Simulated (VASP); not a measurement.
# Si2Mo (P6_222) in VASP: further runs, part 2 of 2

VASP 6.6.1. Earlier steps stand in the parts before.

### 4 Single point, LDA

This run uses another cell than the first one, of 13.02 Å³/atom.

File INCAR:

```
SYSTEM = Si2Mo
  PREC = Accurate
  ENCUT = 520
  EDIFF = 1E-7
  ISMEAR = 0
  SIGMA = 0.01
  LREAL = .FALSE.
  LASPH = .TRUE.
  NELM = 60
  ALGO = Normal
  ISIF = 2
  LWAVE = .FALSE.
  LCHARG = .TRUE.
  LELF = .TRUE.
  LVHAR = .TRUE.
  NBANDS = 43
```

File KPOINTS:

```
regular mesh
0
G
  9 9 6
  0 0 0
```

File POSCAR:

```
Si2Mo
1.0
    4.5508107270      0.0000000000      0.0000000000
   -2.2754053635      3.9411176974      0.0000000000
    0.0000000000      0.0000000000      6.5317655787
Si Mo
6 3
Direct
    0.1642261811      0.8357738189      0.8333333333
    0.3284523623      0.1642261811      0.1666666667
    0.8357738189      0.6715476377      0.5000000000
    0.8357738189      0.1642261811      0.8333333333
    0.6715476377      0.8357738189      0.1666666667
    0.1642261811      0.3284523623      0.5000000000
    0.5000000000      0.0000000000      0.5000000000
    0.0000000000      0.5000000000      0.1666666667
    0.5000000000      0.5000000000      0.8333333333
```

Potentials or basis: VASP PAW LDA potentials, release 64 (Si, Mo_sv).

Run with:

```console
> cat potpaw_LDA.64/Si/POTCAR potpaw_LDA.64/Mo_sv/POTCAR > POTCAR
> mpirun -np 1 vasp_std > vasp.out
```

OUTCAR:

```text
SYSTEM = Si2Mo
   PREC = Accurate
   ENCUT = 520
   EDIFF = 1E-7
   ISMEAR = 0
   LREAL = .FALSE.
   LASPH = .TRUE.
   NELM = 60
   ISIF = 2

 ion  position               nearest neighbor table
   1  0.164  0.836  0.833-   3 2.53   2 2.53   7 2.55   8 2.55   4 2.59   9 2.62   9 2.62   9 2.65
                             4 2.65   4 2.65   6 3.13   5 3.13
   2  0.328  0.164  0.167-   6 2.53   1 2.53   7 2.55   9 2.55   5 2.59   8 2.62   8 2.62   8 2.65
                             5 2.65   5 2.65   3 3.13   4 3.13
   3  0.836  0.672  0.500-   1 2.53   5 2.53   8 2.55   9 2.55   6 2.59   7 2.62   7 2.62   7 2.65
                             6 2.65   6 2.65   4 3.13   2 3.13
   4  0.836  0.164  0.833-   6 2.53   5 2.53   7 2.55   8 2.55   1 2.59   9 2.62   9 2.62   9 2.65
                             1 2.65   1 2.65   3 3.13   2 3.13
   5  0.672  0.836  0.167-   3 2.53   4 2.53   7 2.55   9 2.55   2 2.59   8 2.62   8 2.62   8 2.65
                             2 2.65   2 2.65   6 3.13   1 3.13
   6  0.164  0.328  0.500-   4 2.53   2 2.53   8 2.55   9 2.55   3 2.59   7 2.62   7 2.62   7 2.65
                             3 2.65   3 2.65   5 3.13   1 3.13
   7  0.500  0.000  0.500-   2 2.55   5 2.55   4 2.55   1 2.55   6 2.62   3 2.62   6 2.62   3 2.62
                             6 2.65   3 2.65   8 3.15   9 3.15   9 3.15   8 3.15
   8  0.000  0.500  0.167-   3 2.55   6 2.55   4 2.55   1 2.55   2 2.62   5 2.62   2 2.62   5 2.62
                             5 2.65   2 2.65   7 3.15   7 3.15   9 3.15   9 3.15
   9  0.500  0.500  0.833-   3 2.55   6 2.55   5 2.55   2 2.55   1 2.62   4 2.62   1 2.62   4 2.62
                             1 2.65   4 2.65   7 3.15   7 3.15   8 3.15   8 3.15

  LATTYP: Found a hexagonal cell.
 ALAT       =     4.5508107270
 C/A-ratio  =     1.4352971307

  Lattice vectors:

 A1 = (   4.5508107270,   0.0000000000,   0.0000000000)
 A2 = (  -2.2754053635,   3.9411176974,   0.0000000000)
 A3 = (   0.0000000000,   0.0000000000,   6.5317655787)

Analysis of symmetry for initial positions (statically):
=====================================================================
 Subroutine PRICEL returns:
 Original cell was already a primitive cell.

 Routine SETGRP: Setting up the symmetry group for a
 hexagonal supercell.

 Subroutine GETGRP returns: Found 12 space group operations
 (whereof  4 operations were pure point group operations)
 out of a pool of 24 trial point group operations.

The static configuration has the point symmetry D_2 .
 The point group associated with its full space group is D_6 .

Analysis of symmetry for dynamics (positions and initial velocities):
=====================================================================
 Subroutine PRICEL returns:
 Original cell was already a primitive cell.

 Routine SETGRP: Setting up the symmetry group for a
 hexagonal supercell.

 Subroutine GETGRP returns: Found 12 space group operations
 (whereof  4 operations were pure point group operations)
 out of a pool of 24 trial point group operations.

The dynamic configuration has the point symmetry D_2 .
 The point group associated with its full space group is D_6 .

 Subroutine INISYM returns: Found 12 space group operations
 (whereof  4 operations are pure point group operations),
 and found     1 'primitive' translations

----------------------------------------------------------------------------------------

                                     Primitive cell

[... 65 lines left out ...]
  0.444444 -0.000000  0.000000      6.000000
  0.111111  0.111111  0.000000      6.000000
[... 16 lines left out ...]
  0.333333  0.222222  0.166667     24.000000
  0.333333  0.333333  0.166667      4.000000
 [... further k-points ...]
   k-points           NKPTS =     48   k-points in BZ     NKDIM =     48   number of bands    NBANDS=     43
   number of dos      NEDOS =    301   number of ions     NIONS =      9
   total plane-waves  NPLWV =  64800
   dimension x,y,z NGX =    36 NGY =   36 NGZ =   50
   dimension x,y,z NGXF=    72 NGYF=   72 NGZF=  100
   ions per type =               6   3
   NGX,Y,Z   is equivalent  to a cutoff of  13.15, 13.15, 12.73 a.u.
   NGXF,Y,Z  is equivalent  to a cutoff of  26.30, 26.30, 25.45 a.u.
 SYSTEM =  Si2Mo
   PREC   = accura    normal or accurate (medium, high low for compatibility)
   ISTART =      0    job   : 0-new  1-cont  2-samecut
   ICHARG =      2    charge: 1-file 2-atom 10-const
   ISPIN  =      1    spin polarized calculation?
   LNONCOLLINEAR =      F non collinear calculations
   LSORBIT =      F    spin-orbit coupling
   LASPH  =      T    aspherical Exc in radial PAW
   ENCUT  =  520.0 eV  38.22 Ry    6.18 a.u.   8.46  8.46 12.14*2*pi/ulx,y,z
   NELM   =     60;   NELMIN=  2; NELMDL= -5     # of ELM steps
   EDIFF  = 0.1E-06   stopping-criterion for ELM
   LREAL  =      F    real-space projection
   EDIFFG = 0.1E-05   stopping-criterion for IOM
   NSW    =      0    number of steps for IOM
   IBRION =     -1    ionic relax: 0-MD 1-quasi-New 2-CG
   NFREE  =      0    steps in history (QN), initial steepest desc. (CG)
   ISIF   =      2    stress and relaxation
   ISYM   =      2    0-nonsym 1-usesym 2-fastsym
   POTIM  = 0.5000    time-step for ionic-motion
   TEBEG  =    0.0;   TEEND  =   0.0 temperature during run
   PSTRESS=    0.0 pullay stress
   NELECT =      66.0000    total number of electrons
   NUPDOWN=      -1.0000    fix difference up-down
   EMIN   =  10.00;   EMAX   =-10.00  energy-range for DOS
   EFERMI =   0.00;   METHOD = LEGACY
   ISMEAR =     0;   SIGMA  =   0.01  broadening in eV -4-tet -1-fermi 0-gaus
   EFERMI_NEDOS =   21; number of points for ismear=-14 and -15
   IALGO  =     38    algorithm
   IMIX   =      4    mixing-type and parameters
     AMIX     =   0.40;   BMIX     =  1.00
     AMIX_MAG =   1.60;   BMIX_MAG =  1.00
  volume/ion in A,a.u.               =      13.02        87.84
  Fermi-wavevector in a.u.,A,eV,Ry     =   1.352103  2.555105 24.873946  1.828183
  Thomas-Fermi vector in A             =   2.479470
   LORBIT       =      0    0 simple, 1 ext, 2 COOP (PROOUT), +10 PAW based schemes
   GGA     = CA    functional components
   LHFCALC =     F    Hartree Fock is set to
   AEXX    =    0.0000 exact exchange contribution
   IVDW    =     0    specifies the selected vdW correction
   LEPSILON=     F    determine dielectric tensor
   LRPA    =     F    only Hartree local field effects (RPA)
 non-spin polarized calculation
 Gauss-broadening in eV      SIGMA  =   0.01
  energy-cutoff  :      520.00
  volume of cell :      117.15
 maximum number of plane-waves:      3192
 NGX is ok and might be reduce to    36
   NGX = 17   NGY = 17   NGZ = 25

 number of electron      65.9999994 magnetization

 Free energy of the ion-electron system (eV)
  ---------------------------------------------------
  ext. energy  EPLUGINS =         0.00000000
  ---------------------------------------------------
  free energy    TOTEN  =       -77.21145702 eV

  energy without entropy =      -77.21145702  energy(sigma->0) =      -77.21145702

 E-fermi :  13.2310     XC(G=0): -12.6916

 val. band max:       13.1484180842   @ k =   0.4444  -0.0000   0.5000
 cond. band min:      13.2960901563   @ k =   0.4444  -0.0000   0.0000
 fundamental gap:      0.1476720721
 Fermi energy:        13.2310480650

 k-point     1 :       0.0000    0.0000    0.0000
  band No.  band energies     occupation
      1     -47.5784      2.00000
      2     -47.5436      2.00000
      3     -47.5436      2.00000
      4     -22.0341      2.00000
      5     -22.0308      2.00000
      6     -22.0308      2.00000
[... 1093 lines left out ...]
     42      16.5951      0.00000
     43      16.7096      0.00000

 [... further k-points ...]
[... 5 lines left out ...]
  --------------------------------------------------------------------------------------
  -------------------------------------------------------------------------------------
  Total        0.4393738      0.4393738      0.4669097      0.0000000      0.0000000      0.0000000
  in kB        6.0090527      6.0090527      6.3856446      0.0000000      0.0000000      0.0000000
  external PRESSURE =       6.1345834 kB  Pullay stress =       0.0000000 kB

 VOLUME and BASIS-vectors are now :
 -----------------------------------------------------------------------------
  energy-cutoff  :      520.00
  volume of cell :      117.15
      direct lattice vectors                 reciprocal lattice vectors
     4.550810727  0.000000000  0.000000000     0.219741066  0.126867564  0.000000000
    -2.275405363  3.941117697  0.000000000     0.000000000  0.253735127  0.000000000
     0.000000000  0.000000000  6.531765579     0.000000000  0.000000000  0.153097962

 POSITION                                       TOTAL-FORCE (eV/Angst)
 -----------------------------------------------------------------------------------
     -1.15436      3.29388      5.44314        -0.005262      0.003038     -0.000000
      1.12104      0.64723      1.08863        -0.005262     -0.003038      0.000000
      2.27541      2.64665      3.26588        -0.000000      0.006076      0.000000
      3.42977      0.64723      5.44314         0.005262     -0.003038     -0.000000
      1.15436      3.29388      1.08863         0.005262      0.003038      0.000000
     -0.00000      1.29447      3.26588         0.000000     -0.006076      0.000000
      2.27541      0.00000      3.26588         0.000000     -0.000000      0.000000
     -1.13770      1.97056      1.08863         0.000000     -0.000000     -0.000000
      1.13770      1.97056      5.44314         0.000000     -0.000000      0.000000
 -----------------------------------------------------------------------------------
    total drift:                               -0.000000     -0.000000      0.000001

  FREE ENERGIE OF THE ION-ELECTRON SYSTEM (eV)
  ---------------------------------------------------
  free  energy   TOTEN  =       -77.2114570156 eV

  energy  without entropy=      -77.2114570156  energy(sigma->0) =      -77.21145702
```

Run time: 6.3 min. Hardware: 1 thread of Intel Xeon 8259CL, shared host; peak memory 0.32 GiB.

Results:

* Free energy: -77.2115 eV
* Pressure: 0.6 GPa
* Largest force: 0.006 eV/Å
* Band gap on the k mesh: 0.15 eV (least direct gap 0.58 eV)

Forces on the atoms (eV/Å):
```
Si  -0.005  0.003  0.000
Si  -0.005 -0.003  0.000
Si   0.000  0.006  0.000
Si   0.005 -0.003  0.000
Si   0.005  0.003  0.000
Si   0.000 -0.006  0.000
Mo   0.000  0.000  0.000
Mo   0.000  0.000  0.000
Mo   0.000  0.000  0.000
```

Levels at points of the mesh, in eV from the valence-band top:
```
           k point  band 29  band 30  band 31  band 32  band 33  band 34  band 35  band 36  band 37  band 38
(0.00, 0.00, 0.00)    -3.00    -3.00    -2.70    -2.05    -0.81     2.08     2.47     2.47     2.61     2.61
(0.00, 0.00, 0.50)    -2.27    -2.27    -1.99    -0.71    -0.71     1.96     2.40     2.40     2.40     2.67
```

Caveat: an odd mesh through Γ misses points on the zone boundary, where band edges can lie.

### 5 Summary

```tsv
cell	k mesh	smearing	gap on the mesh (eV)	pressure (GPa)	largest force (eV/Å)
a = 4.585, b = 4.585, c = 6.580 Å, angles 90.0, 90.0, 120.0°, 9 atoms	6 × 6 × 4	gaussian 0.1 eV	0.02	-4.3	0.05
a = 4.551, b = 4.551, c = 6.532 Å, angles 90.0, 90.0, 120.0°, 9 atoms	9 × 9 × 6	gaussian 0.1 eV	0.15	0.6	0.01
a = 4.551, b = 4.551, c = 6.532 Å, angles 90.0, 90.0, 120.0°, 9 atoms	9 × 9 × 6	gaussian 0.01 eV	0.15	0.6	0.01
```

Alike in all rows: task single point; level LDA; potentials or basis VASP PAW LDA potentials, release 64 (Si, Mo_sv); no spin polarisation; cutoff (eV) 520.

Caveats: an odd mesh through Γ misses points on the zone boundary, where band edges can lie (at least some runs); the cell stands under tension (at least some runs).

Absolute energies hang on the potentials; compare differences alone.
